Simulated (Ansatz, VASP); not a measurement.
# HfB2 in VASP and in Ansatz

Contents of INCAR:

```
SYSTEM = HfB2
PREC = Accurate ; ENCUT = 600
EDIFF = 1E-6 ; ISMEAR = -1
SIGMA = 0.05 ; LREAL = .False.
LASPH = .True. ; NELM = 150
ALGO = Normal ; ISIF = 3
LWAVE = .False. ; LCHARG = .False.
LMAXMIX = 4 ; LDAU = .True.
LDAUTYPE = 2 ; LDAUL = 2 -1
LDAUU = 4 0 ; LDAUJ = 0 0
LDAUPRINT = 1 ; GGA = PE
IBRION = 2 ; NSW = 60
EDIFFG = -0.01
```

Contents of KPOINTS:

```
regular mesh
0
Gamma
  10 10 8
  0 0 0
```

Contents of POSCAR:

```
HfB2
1.0
    3.1400000000      0.0000000000      0.0000000000
   -1.5700000000      2.7193197679      0.0000000000
    0.0000000000      0.0000000000      3.4800000000
Hf B
1 2
Direct
    0.0000000000      0.0000000000      0.0000000000
    0.6666666667      0.3333333333      0.5000000000
    0.3333333333      0.6666666667      0.5000000000
```

input.yaml

```yaml
crystal:
  lattice:
    - [3.14, 0.0, 0.0]
    - [-1.57, 2.7193197679, 0.0]
    - [0.0, 0.0, 3.48]
  atoms:
    - { symbol: Hf, position: [0.0, 0.0, 0.0] }
    - { symbol: B, position: [0.6666666667, 0.3333333333, 0.5] }
    - { symbol: B, position: [0.3333333333, 0.6666666667, 0.5] }
hamiltonian:
  xc: pbe
  pseudopotentials: { kind: paw }
  hubbard: { sites: [{ species: Hf, l: d, u_eff: 4.0 }] }
kpoints:
  mp_grid: { grid: [10, 10, 8] }
scf:
  occupations: { method: fermi_dirac, width: 0.05 }
output:
  forces: true
  stress: true
  eigenvalues: true
relax:
  f_tol: 0.01
  max_steps: 40
  cell: { stress_tol: 0.05 }
```

Alike in both runs: task relaxation of cell and atoms; functional PBE; k mesh 10 × 10 × 8; occupations fermi-dirac, width 0.05 eV; no spin polarisation; Hubbard terms Hf d U = 4.0 eV.

|  | VASP | Ansatz |
| --- | --- | --- |
| version | VASP 6.6.1 | Ansatz 0.2.0 |
| potentials or method | VASP PAW PBE potentials, release 64 (Hf_pv, B) | Ansatz PAW |
| plane-wave cutoff (eV) | 600 | 420 |
| valence electrons in the cell | 16 | 32 |

```csv
,VASP,Ansatz,Ansatz less VASP
"gap on the k mesh at the Fermi level, each at its own relaxed structure (eV)",none,none,-
relaxed volume (Å³/atom),10.41,10.14,-0.273
relaxed cell length with the largest relative difference (Å),3.577,3.539,-0.0380
```

The programs project onto different local orbitals, so the same U acts differently, and such runs can settle in different states. A gap of «none» marks a metal or a gap that the smearing closes. VASP's potentials hold 16 valence electrons a cell and Ansatz's 32, so a difference there can come from the potentials and not from the codes.

Neither program's run includes spin-orbit coupling. Noted on Ansatz's run: the plane-wave basis is chosen anew once the cell has moved, so the energies of steps on either side of that aren't comparable.
